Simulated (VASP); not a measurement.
# Ta (Im-3m) in VASP: notebook

The runs below take Ta through single point, with r2SCAN.

All numbers are computed with VASP 6.6.1; they aren't measurements. Logs are shortened: lines on timing, memory, paths and dates and some standing lists are left out, and cuts for length are marked.

## (1) The cell of the first run

It takes space group Im-3m (No. 229, cubic). The conventional cell has a = 3.307 Å, b = 3.307 Å, c = 3.307 Å, α = 90.00°, β = 90.00°, γ = 90.00°. Ta (site symmetry m-3m) has 14 Ta at 2.86 to 3.31 Å within 3.8 Å.

## (2) Single point, r2SCAN

Contents of POSCAR:

```
Ta
1.0
   -1.6533592789      1.6533592789      1.6533592789
    1.6533592789     -1.6533592789      1.6533592789
    1.6533592789      1.6533592789     -1.6533592789
Ta
1
Direct
    0.0000000000      0.0000000000      0.0000000000
```

Contents of INCAR.step1:

```
  ALGO = Normal
  EDIFF = 1E-4
  ENCUT = 520
  GGA = PE
  ISMEAR = 1
  LASPH = T
  LCHARG = F
  LREAL = F
  LWAVE = T
  NBANDS = 12
  NELM = 60
  PREC = Accurate
  SIGMA = 0.01
```

Contents of INCAR.step2:

```
  ALGO = Normal
  EDIFF = 1E-6
  ENCUT = 520
  ISIF = 2
  ISMEAR = 1
  ISTART = 1
  LASPH = T
  LCHARG = T
  LELF = T
  LMIXTAU = T
  LREAL = F
  LVHAR = T
  LWAVE = F
  METAGGA = R2SCAN
  NBANDS = 12
  NELM = 60
  PREC = Accurate
  SIGMA = 0.01
```

Contents of KPOINTS:

```
k-points
0
Gamma
  13 13 13
```

Potentials or basis: VASP PAW PBE potentials, release 64 (Ta_pv).

Started as:

```sh
$ cat potpaw_PBE.64/Ta_pv/POTCAR > POTCAR
$ cp INCAR.step1 INCAR
$ mpirun -np 1 vasp_std > vasp.out
$ cp INCAR.step2 INCAR
$ mpirun -np 1 vasp_std > vasp.out
```

OUTCAR:

```text
EDIFF = 1E-6
   ENCUT = 520
   ISIF = 2
   ISMEAR = 1
   ISTART = 1
   LASPH = T
   LREAL = F
   METAGGA = R2SCAN
   NELM = 60
   PREC = Accurate

 ion  position               nearest neighbor table
   1  0.000  0.000  0.000-

  LATTYP: Found a body centered cubic cell.
 ALAT       =     3.3067185578

  Lattice vectors:

 A1 = (  -1.6533592789,   1.6533592789,   1.6533592789)
 A2 = (   1.6533592789,  -1.6533592789,   1.6533592789)
 A3 = (   1.6533592789,   1.6533592789,  -1.6533592789)

Analysis of symmetry for initial positions (statically):
=====================================================================
 Subroutine PRICEL returns:
 Original cell was already a primitive cell.

 Routine SETGRP: Setting up the symmetry group for a
 body centered cubic supercell.

 Subroutine GETGRP returns: Found 48 space group operations
 (whereof 48 operations were pure point group operations)
 out of a pool of 48 trial point group operations.

The static configuration has the point symmetry O_h .

Analysis of symmetry for dynamics (positions and initial velocities):
=====================================================================
 Subroutine PRICEL returns:
 Original cell was already a primitive cell.

 Routine SETGRP: Setting up the symmetry group for a
 body centered cubic supercell.

 Subroutine GETGRP returns: Found 48 space group operations
 (whereof 48 operations were pure point group operations)
 out of a pool of 48 trial point group operations.

The dynamic configuration has the point symmetry O_h .

 Subroutine INISYM returns: Found 48 space group operations
 (whereof 48 operations are pure point group operations),
 and found     1 'primitive' translations

----------------------------------------------------------------------------------------

                                     Primitive cell

  volume of cell :      18.0785

  direct lattice vectors                    reciprocal lattice vectors
    -1.653359279  1.653359279  1.653359279     0.000000000  0.302414609  0.302414609
     1.653359279 -1.653359279  1.653359279     0.302414609  0.000000000  0.302414609
     1.653359279  1.653359279 -1.653359279     0.302414609  0.302414609  0.000000000

  length of vectors
     2.863702274  2.863702274  2.863702274     0.427678842  0.427678842  0.427678842

  position of ions in fractional coordinates (direct lattice)
     0.000000000  0.000000000  0.000000000

  ion indices of the primitive-cell ions
   primitive index   ion index
                 1           1

[... 72 lines left out ...]
   LREAL  =      F    real-space projection
[... 7 lines left out ...]
   TEBEG  =    0.0;   TEEND  =   0.0 temperature during run
   PSTRESS=    0.0 pullay stress
   NELECT =      11.0000    total number of electrons
   NUPDOWN=      -1.0000    fix difference up-down
   EMIN   =  10.00;   EMAX   =-10.00  energy-range for DOS
   EFERMI =   0.00;   METHOD = LEGACY
   ISMEAR =     1;   SIGMA  =   0.01  broadening in eV -4-tet -1-fermi 0-gaus
   EFERMI_NEDOS =   21; number of points for ismear=-14 and -15
   IALGO  =     38    algorithm
   IMIX   =      4    mixing-type and parameters
     AMIX     =   0.40;   BMIX     =  1.00
     AMIX_MAG =   1.60;   BMIX_MAG =  1.00
  volume/ion in A,a.u.               =      18.08       122.00
  Fermi-wavevector in a.u.,A,eV,Ry     =   1.387241  2.621505 26.183552  1.924437
  Thomas-Fermi vector in A             =   2.511480
   LORBIT       =      0    0 simple, 1 ext, 2 COOP (PROOUT), +10 PAW based schemes
   METAGGA = R2SCAN    functional components
   LHFCALC =     F    Hartree Fock is set to
   AEXX    =    0.0000 exact exchange contribution
   IVDW    =     0    specifies the selected vdW correction
   LEPSILON=     F    determine dielectric tensor
   LRPA    =     F    only Hartree local field effects (RPA)
 non-spin polarized calculation
 Methfessel and Paxton  Order N= 1 SIGMA  =   0.01
  energy-cutoff  :      520.00
  volume of cell :       18.08
 maximum number of plane-waves:       496
 NGX is ok and might be reduce to    24
   NGX = 11   NGY = 11   NGZ = 11

 number of electron      11.0000002 magnetization

 Free energy of the ion-electron system (eV)
  ---------------------------------------------------
  ext. energy  EPLUGINS =         0.00000000
  ---------------------------------------------------
  free energy    TOTEN  =       -48.58182794 eV

  energy without entropy =      -48.58177318  energy(sigma->0) =      -48.58180969

 E-fermi :   5.2686     XC(G=0): -13.7501

 val. band max:        5.2678097617   @ k =  -0.3846   0.4615   0.1538
 cond. band min:       5.3224029738   @ k =  -0.3846   0.3846   0.0769
 fundamental gap:      0.0545932122
 Fermi energy:         5.2686303689

 k-point     1 :       0.0000    0.0000    0.0000
  band No.  band energies     occupation
      1     -28.9410      2.00000
      2     -28.9410      2.00000
      3     -28.9410      2.00000
      4      -3.0207      2.00000
      5       6.1347      0.00000
      6       6.1347      0.00000
      7       6.1347      0.00000
      8       9.6171      0.00000
      9       9.6171      0.00000
     10      17.3901      0.00000
     11      21.0547      0.00000
     12      21.0547      0.00000
[... 331 lines left out ...]
 k-point    24 :       0.2308    0.0769    0.0769
  band No.  band energies     occupation
      1     -29.8175      2.00000
      2     -29.2073      2.00000
      3     -29.0083      2.00000
      4       0.6215      2.00000
      5       4.1938      2.00000
      6       4.5877      2.00000
      7       9.3884      0.00000
      8      10.0448      0.00000
      9      11.0873      0.00000
     10      17.3884      0.00000
     11      20.6896      0.00000
     12      20.8906      0.00000

 [... further k-points ...]

------------------------ aborting loop because EDIFF is reached ----------------------------------------

  FORCE on cell =-STRESS in cart. coord.  units (eV):
  Direction    XX          YY          ZZ          XY          YZ          ZX
  --------------------------------------------------------------------------------------
  -------------------------------------------------------------------------------------
  Total        0.0668477      0.0668477      0.0668477      0.0000000     -0.0000000      0.0000000
  in kB        5.9242760      5.9242760      5.9242760      0.0000000     -0.0000000      0.0000000
  external PRESSURE =       5.9242760 kB  Pullay stress =       0.0000000 kB

 VOLUME and BASIS-vectors are now :
 -----------------------------------------------------------------------------
  energy-cutoff  :      520.00
  volume of cell :       18.08
      direct lattice vectors                 reciprocal lattice vectors
    -1.653359279  1.653359279  1.653359279     0.000000000  0.302414609  0.302414609
     1.653359279 -1.653359279  1.653359279     0.302414609  0.000000000  0.302414609
     1.653359279  1.653359279 -1.653359279     0.302414609  0.302414609  0.000000000

 POSITION                                       TOTAL-FORCE (eV/Angst)
 -----------------------------------------------------------------------------------
      0.00000      0.00000      0.00000         0.000000      0.000000     -0.000000
 -----------------------------------------------------------------------------------
    total drift:                                0.000000      0.000000      0.000000

  FREE ENERGIE OF THE ION-ELECTRON SYSTEM (eV)
  ---------------------------------------------------
  free  energy   TOTEN  =       -48.5818279393 eV

  energy  without entropy=      -48.5817731842  energy(sigma->0) =      -48.58180969
```

OUTCAR.step1:

```text
EDIFF = 1E-4
   ENCUT = 520
   GGA = PE
   ISMEAR = 1
   LASPH = T
[... 576 lines left out ...]

 POSITION                                       TOTAL-FORCE (eV/Angst)
 -----------------------------------------------------------------------------------
      0.00000      0.00000      0.00000         0.000000      0.000000     -0.000000
 -----------------------------------------------------------------------------------
    total drift:                               -0.000000      0.000000      0.000000

  FREE ENERGIE OF THE ION-ELECTRON SYSTEM (eV)
  ---------------------------------------------------
  free  energy   TOTEN  =       -11.8101077461 eV

  energy  without entropy=      -11.8100495709  energy(sigma->0) =      -11.81008835
```

OSZICAR.step1:

```text
N       E                     dE             d eps       ncg     rms          rms(c)
DAV:   1     0.614065927437E+02    0.61407E+02   -0.61084E+03  2016   0.875E+02
DAV:   2    -0.112346302274E+02   -0.72641E+02   -0.70518E+02  2200   0.242E+02
DAV:   3    -0.122713362990E+02   -0.10367E+01   -0.10303E+01  2464   0.277E+01
DAV:   4    -0.122738830513E+02   -0.25468E-02   -0.25466E-02  2220   0.153E+00
DAV:   5    -0.122738913502E+02   -0.82988E-05   -0.82986E-05  2348   0.831E-02    0.134E+01
DAV:   6    -0.119190058809E+02    0.35489E+00   -0.28724E-01  2372   0.579E+00    0.651E+00
DAV:   7    -0.118109136659E+02    0.10809E+00   -0.25493E-01  2340   0.511E+00    0.377E-01
DAV:   8    -0.118100809809E+02    0.83268E-03   -0.74694E-03  2208   0.619E-01    0.742E-02
DAV:   9    -0.118101077461E+02   -0.26765E-04   -0.35869E-05  1616   0.641E-02
   1 F= -.11810108E+02 E0= -.11810088E+02  d E =-.581751E-04
```

It took 51 s on 1 thread of AMD EPYC 9R45 (Zen 5), shared host; peak memory 0.12 GiB.

Results:

| Item | Value |
| --- | --- |
| Free energy | -48.5818 eV |
| Pressure | 0.6 GPa |
| Band gap on the k mesh | zero (an odd number of electrons rules out a gap without spin polarisation) |

Levels at points of the mesh, in eV from the Fermi level:
```csv
k point,band 3,band 4,band 5,band 6,band 7,band 8
"(0.00, 0.00, 0.00)",-34.21,-8.29,0.87,0.87,0.87,4.35
```

Caveat: the PAW data sets were made with another functional, which shifts forces and pressure a little; spin-orbit coupling is left out, which moves the levels of the heavy elements.

## (3) Single point, r2SCAN

POSCAR is that of step 2.

Contents of INCAR.step1:

```
ALGO = Normal ; EDIFF = 1E-4
ENCUT = 520 ; GGA = PE
ISMEAR = 1 ; LASPH = True
LCHARG = False ; LREAL = False
LWAVE = True ; NBANDS = 12
NELM = 80 ; PREC = Accurate
SIGMA = 0.03
```

Contents of INCAR.step2:

```
ALGO = Normal ; EDIFF = 1E-6
ENCUT = 520 ; ISIF = 2
ISMEAR = 1 ; ISTART = 1
LASPH = True ; LCHARG = True
LELF = True ; LMIXTAU = True
LREAL = False ; LVHAR = True
LWAVE = False ; METAGGA = R2SCAN
NBANDS = 12 ; NELM = 80
PREC = Accurate ; SIGMA = 0.03
```

KPOINTS is that of step 2.

Potentials or basis: VASP PAW PBE potentials, release 64 (Ta_pv).

Started as:

```sh
$ cat potpaw_PBE.64/Ta_pv/POTCAR > POTCAR
$ cp INCAR.step1 INCAR
$ mpirun -np 1 vasp_std > vasp.out
$ cp INCAR.step2 INCAR
$ mpirun -np 1 vasp_std > vasp.out
```

Run time: 52 s. Hardware: 1 thread of AMD EPYC 9R45 (Zen 5), shared host; peak memory 0.12 GiB.

The run converged. Its results:

* Free energy: -48.5819 eV
* Pressure: 0.6 GPa
* Band gap on the k mesh: zero (an odd number of electrons rules out a gap without spin polarisation)

Levels at points of the mesh, in eV from the Fermi level:
```csv
k point,band 1,band 2,band 3,band 4,band 5,band 6,band 7,band 8,band 9,band 10
"(0.00, 0.00, 0.00)",-34.21,-34.21,-34.21,-8.29,0.86,0.86,0.86,4.34,4.34,12.12
```

Caveat: the PAW data sets were made with another functional, which shifts forces and pressure a little; spin-orbit coupling is left out, which moves the levels of the heavy elements.

## (4) Single point, r2SCAN

POSCAR is that of step 3.

Contents of INCAR.step1:

```
  PREC = Accurate
  ENCUT = 520
  ISMEAR = 1
  SIGMA = 0.1
  LREAL = F
  LASPH = T
  NELM = 80
  NBANDS = 12
  GGA = PE
  ALGO = Normal
  EDIFF = 1E-4
  LWAVE = T
  LCHARG = F
```

Contents of INCAR.step2:

```
  PREC = Accurate
  ENCUT = 520
  EDIFF = 1E-7
  ISMEAR = 1
  SIGMA = 0.1
  LREAL = F
  LASPH = T
  NELM = 80
  ALGO = Normal
  ISIF = 2
  LWAVE = F
  LCHARG = F
  METAGGA = R2SCAN
  LMIXTAU = T
  NBANDS = 12
  ISTART = 1
```

Contents of KPOINTS:

```
regular mesh
0
Gamma
  13 13 13
```

Started as:

```sh
$ cat potpaw_PBE.64/Ta_pv/POTCAR > POTCAR
$ cp INCAR.step1 INCAR
$ mpirun -np 1 vasp_std > vasp.out
$ cp INCAR.step2 INCAR
$ mpirun -np 1 vasp_std > vasp.out
```

Run time: 54 s. Hardware: 1 thread of AMD EPYC 9R45 (Zen 5), shared host; peak memory 0.12 GiB.

The run converged. Its results:

```
Free energy            : -48.5816 eV
Pressure               : 0.7 GPa
Band gap on the k mesh : zero (an odd number of electrons rules out a gap without spin polarisation)
```

Levels at points of the mesh, in eV from the Fermi level:
```tsv
k point	band 3	band 4	band 5	band 6	band 7	band 8
(0.00, 0.00, 0.00)	-34.22	-8.29	0.86	0.86	0.86	4.34
```

Caveat: the PAW data sets were made with another functional, which shifts forces and pressure a little; spin-orbit coupling is left out, which moves the levels of the heavy elements.

## (5) Overview

| smearing | gap on the mesh (eV) | pressure (GPa) |
| --- | --- | --- |
| methfessel-paxton 0.01 eV | none | 0.6 |
| methfessel-paxton 0.03 eV | none | 0.6 |
| methfessel-paxton 0.1 eV | none | 0.7 |

Alike in all rows: task single point; level r2SCAN; potentials or basis VASP PAW PBE potentials, release 64 (Ta_pv); no spin polarisation; cell as given; k mesh 13 × 13 × 13; cutoff (eV) 520.

Caveats: the PAW data sets were made with another functional, which shifts forces and pressure a little; spin-orbit coupling is left out, which moves the levels of the heavy elements.

Total energies depend on the potentials used, so only differences within one code and one set of settings carry meaning.
